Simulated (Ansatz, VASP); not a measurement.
**CaSe in VASP and in Ansatz**

```xyz
2
Lattice="0.0000 2.9479 2.9479 2.9479 0.0000 2.9479 2.9479 2.9479 0.0000" Properties=species:S:1:pos:R:3 pbc="T T T"
Ca    0.0000    0.0000    0.0000
Se    2.9479    2.9479    2.9479
```

Alike in both runs: task single point; functional PBE; dispersion D4; k mesh 8 × 8 × 8; occupations gaussian, width 0.02 eV; no spin polarisation.

```csv
,VASP,Ansatz
version,VASP 6.6.1,Ansatz 0.2.0
potentials or method,"VASP PAW PBE potentials, release 64 (Ca_sv, Se), cutoff 500 eV","scalar-relativistic, plane waves, PAW"
valence electrons in the cell,16,26
```

VASP gave:

* gap on the k mesh at the Fermi level (eV): 2.00
* least direct gap on the mesh (eV): 2.94
* pressure (GPa): 0.2

Q: Estimate Ansatz's values.

A: gap on the k mesh at the Fermi level (eV): 2.01; least direct gap on the mesh (eV): 2.95; pressure (GPa): 0.0.

VASP's potentials hold 16 valence electrons a cell and Ansatz's 26, so a difference there can come from the potentials and not from the codes.
